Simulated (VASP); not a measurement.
The system is Ir.

```
Ir
1.0
     0.00000    2.02656    1.72258
     2.02656    0.00000    1.72258
     2.02656    2.02656    0.00000
Ir
1
Direct
  0.00000 0.00000 0.00000
```

This cell differs from its parent crystal: ratio of the length along z to the lengths across it x 0.85, volume and fractional coordinates fixed.

Base run:

| Property | Result |
| --- | --- |
| Program | VASP 6.6.1 |
| Functional | LDA |
| Potentials or basis | VASP PAW LDA potentials, release 64 (Ir) |
| Cutoff | 520 eV |
| k mesh | 8 × 8 × 8 |
| Occupations | gaussian, width 0.15 eV |
| Spin | no spin polarisation |

Its results: pressure 0.0 GPa.

Problem. The run is repeated on the same cell with these changes: potentials or basis from VASP PAW LDA potentials, release 64 (Ir) to VASP PAW LDA potentials, release 64 (Ir_sv_GW); cutoff from 520 eV to 500 eV; further incar settings from ALGO = Normal; EDIFF = 1e-06; NBANDS = 10 to ALGO = Normal; EDIFF = 1e-06; NBANDS = 14; valence electrons from 9 to 17. What comes out?

Solution. Pressure -4.1 GPa.
